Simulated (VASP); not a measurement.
A run of VASP 6.6.1 is set up as follows.

The input INCAR:

```
PREC = Accurate ; ENCUT = 520
EDIFF = 1E-6 ; ISMEAR = -1
SIGMA = 0.05 ; LREAL = F
LASPH = T ; NELM = 60
ALGO = Normal ; ISIF = 2
LWAVE = F ; LCHARG = F
GGA = PS ; NBANDS = 30
```

The input KPOINTS:

```
regular mesh
0
Gamma
  5 5 5
```

File POSCAR:

```
CsPbCl3
1.0
    5.7149298697      0.0000000000      0.0000000000
    0.0000000000      5.7149298697      0.0000000000
    0.0000000000      0.0000000000      5.7149298697
Pb Cs Cl
1 1 3
Direct
    0.5000000000      0.5000000000      0.5000000000
    0.0000000000      0.0000000000      0.0000000000
    0.5000000000      0.0000000000      0.5000000000
    0.0000000000      0.5000000000      0.5000000000
    0.5000000000      0.5000000000      0.0000000000
```

Potentials or basis: VASP PAW PBE potentials, release 64 (Pb_d, Cs_sv, Cl).

The run is started by

```console
$ cat potpaw_PBE.64/Pb_d/POTCAR potpaw_PBE.64/Cs_sv/POTCAR potpaw_PBE.64/Cl/POTCAR > POTCAR
$ mpirun -np 1 vasp_std > vasp.out
```

Q: Estimate the pressure.

A: -1.2 GPa.

Q: Predict the band gap on the k mesh.

A: 2.98 eV, direct.

Caveat: the PAW data sets were made with another functional, which shifts forces and pressure a little; spin-orbit coupling is left out, which moves the levels of the heavy elements. A k mesh can miss the band edges.
